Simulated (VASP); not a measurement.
Input of a VASP 6.6.1 run:

File INCAR:

```
SYSTEM = Ge8Se
PREC = Accurate
ENCUT = 520
EDIFF = 1E-6
ISMEAR = 0
SIGMA = 0.1
LREAL = .FALSE.
LASPH = .TRUE.
NELM = 60
ALGO = Normal
ISIF = 2
LWAVE = .FALSE.
LCHARG = .TRUE.
LDIPOL = .TRUE.
IDIPOL = 3
DIPOL = 0.5 0.5 0.483
GGA = PS
LELF = .TRUE.
LVHAR = .TRUE.
LVACPOTAV = .TRUE.
NBANDS = 69
```

The input KPOINTS:

```
regular mesh
0
G
  7 5 1
  0 0 0
```

The input POSCAR:

```
Ge8Se
1.0
    4.0133694130      0.0000000000      0.0000000000
    0.0000000000      5.6757614546      0.0000000000
    0.0000000000      0.0000000000     25.0200541195
Ge Se
8 1
Direct
    0.5000000000      0.0000000000      0.3397274826
    0.0000000000      0.2500000000      0.3397274826
    0.0000000000      0.5000000000      0.4199305348
    0.5000000000      0.7500000000      0.4199305348
    0.5000000000     -0.0024118393      0.5016691043
    0.0000000000      0.2521463178      0.5007720532
    0.0000000000      0.4588556807      0.5898036793
    0.5000000000      0.8155908366      0.5946381391
    0.0000000000      0.0776633227      0.6380566105
```

Potentials or basis: VASP PAW PBE potentials, release 64 (Ge_d, Se).

Run with:

```bash
$ cat potpaw_PBE.64/Ge_d/POTCAR potpaw_PBE.64/Se/POTCAR > POTCAR
$ mpirun -np 1 vasp_std > vasp.out
```

Question: What does it give for the largest force?

Answer: 0.283 eV/Å.

Question: Predict the band gap on the k mesh.

Answer: Zero (bands 59 and 60 overlap by 0.43 eV).

Forces on the atoms (eV/Å):
```
Ge   0.000  0.260 -0.113
Ge   0.000 -0.280  0.043
Ge   0.000 -0.130 -0.064
Ge   0.000  0.157  0.131
Ge   0.000  0.004  0.000
Ge   0.000  0.001  0.006
Ge   0.000  0.003  0.001
Ge   0.000 -0.009 -0.008
Se   0.000 -0.006  0.005
```

Caveat: the PAW data sets were made with another functional, which shifts forces and pressure a little.
